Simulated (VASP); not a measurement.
Set up this calculation in VASP 6.6.1, as the native input.

| Property | Result |
| --- | --- |
| Task | single point |
| Functional | LDA |
| Potentials or basis | VASP PAW LDA potentials, release 64 (Zr_sv) |
| Cutoff | 520 eV |
| k mesh | 13 × 13 × 4 |
| Occupations | fermi-dirac, width 0.1 eV |
| Spin | no spin polarisation |
| Dipole correction | no |
| Further INCAR settings | ALGO = Normal; EDIFF = 1e-07; NBANDS = 32 |

The structure of Zr lies in POSCAR:

```
Zr
1.0
    3.1676670788      0.0000000000      0.0000000000
   -1.5838335394      2.7432801610      0.0000000000
    0.0000000000      0.0000000000     10.4121998041
Zr
4
Direct
    0.0000000000      1.0000000000      0.0000000000
    0.0000000000      1.0000000000      0.5000000000
    0.3333333333      0.6666666667      0.2500000000
    0.6666666667      0.3333333333      0.7500000000
```

The input as run:

INCAR

```
  ALGO = Normal
  EDIFF = 1E-7
  ENCUT = 520
  ISIF = 2
  ISMEAR = -1
  LASPH = True
  LCHARG = False
  LREAL = False
  LWAVE = False
  NBANDS = 32
  NELM = 100
  PREC = Accurate
  SIGMA = 0.1
```

KPOINTS

```
k-points
0
Gamma
  13 13 4
```

Potentials or basis: VASP PAW LDA potentials, release 64 (Zr_sv).

Run with:

```bash
$ cat potpaw_LDA.64/Zr_sv/POTCAR > POTCAR
$ mpirun -np 1 vasp_std > vasp.out
```

Results of the run:

The pressure is -3.6 GPa and the band gap on the k mesh is zero (bands 24 and 25 overlap by 1.37 eV).

Caveat: the cell stands under tension.

Run time: 2.2 min on 1 thread of Intel(R) Xeon(R) Platinum 8488C (Sapphire Rapids), on a shared host, peak memory 0.25 GiB.
